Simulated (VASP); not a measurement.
Wanted: the native input for a VASP 6.6.1 run.

```yaml
Task: single point
Functional: PBE
Potentials_or_basis: VASP PAW PBE potentials, release 64 (Mg, O)
Cutoff: 520 eV
k_mesh: 8 × 8 × 8
Occupations: gaussian, width 0.05 eV
Spin: no spin polarisation
Dipole_correction: no
Further_INCAR_settings: ALGO = Normal; EDIFF = 1e-06; NBANDS = 11
```

The structure of MgO (Periclase) lies in POSCAR:

```
MgO
1.0
    0.0000000000      2.1021680256      2.1021680256
    2.1021680256      0.0000000000      2.1021680256
    2.1021680256      2.1021680256      0.0000000000
Mg O
1 1
Direct
    0.0000000000      0.0000000000      0.0000000000
    0.5000000000      0.5000000000      0.5000000000
```

These files were run (other wordings do the same):

INCAR

```
SYSTEM = MgO
  PREC = Accurate
  ENCUT = 520
  EDIFF = 1E-6
  ISMEAR = 0
  SIGMA = 0.05
  LREAL = .FALSE.
  LASPH = .TRUE.
  NELM = 80
  ALGO = Normal
  ISIF = 2
  LWAVE = .FALSE.
  LCHARG = .FALSE.
  GGA = PE
  NBANDS = 11
```

KPOINTS

```
regular mesh
0
G
  8 8 8
  0 0 0
```

Potentials or basis: VASP PAW PBE potentials, release 64 (Mg, O).

Run with:

```sh
$ cat potpaw_PBE.64/Mg/POTCAR potpaw_PBE.64/O/POTCAR > POTCAR
$ mpirun -np 1 vasp_std > vasp.out
```

Results of the run:

```yaml
Pressure: 4.9 GPa
Band_gap_on_the_k_mesh: 4.78 eV, direct
```

Wall time 5.7 s on 1 thread of Intel(R) Xeon(R) 6975P-C (Granite Rapids), with other jobs on the host, peak memory 0.13 GiB.
